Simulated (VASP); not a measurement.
A run of VASP 6.6.1 is set up as follows.

File INCAR:

```
  PREC = Accurate
  ENCUT = 600
  EDIFF = 1E-6
  ISMEAR = 0
  SIGMA = 0.1
  LREAL = F
  LASPH = T
  NELM = 80
  ALGO = Normal
  ISIF = 3
  LWAVE = F
  LCHARG = F
  GGA = PE
  IBRION = 2
  NSW = 90
  EDIFFG = -0.04
```

File KPOINTS:

```
regular mesh
0
Gamma
  4 4 4
```

File POSCAR:

```
Sn2TeO2
1.0
    3.3579808700     -4.3740771700      0.0000000000
    3.3579808700      4.3740771700      0.0000000000
    0.0000000000      0.0000000000      4.3306747900
Sn Te O
2 1 2
Direct
    0.6430911700      0.3569088300      0.5000000000
    0.3569088300      0.6430911700      0.5000000000
    0.0000000000      0.0000000000      0.5000000000
    0.0000000000      0.0000000000      0.0000000000
    0.5000000000      0.5000000000      0.0000000000
```

Potentials or basis: VASP PAW PBE potentials, release 64 (Sn_d, Te, O).

Command:

```bash
$ cat potpaw_PBE.64/Sn_d/POTCAR potpaw_PBE.64/Te/POTCAR potpaw_PBE.64/O/POTCAR > POTCAR
$ mpirun -np 1 vasp_std > vasp.out
```

(1) Predict the space group after relaxing (to 0.1 Å).

(2) Predict the relaxed volume.

Results:

(1) Cmmm (No. 65).

(2) 23.79 Å³/atom.

Caveat: the k points lie up to 0.40 Å⁻¹ apart in the final cell, too coarse for converged energies and pressures of a metal.
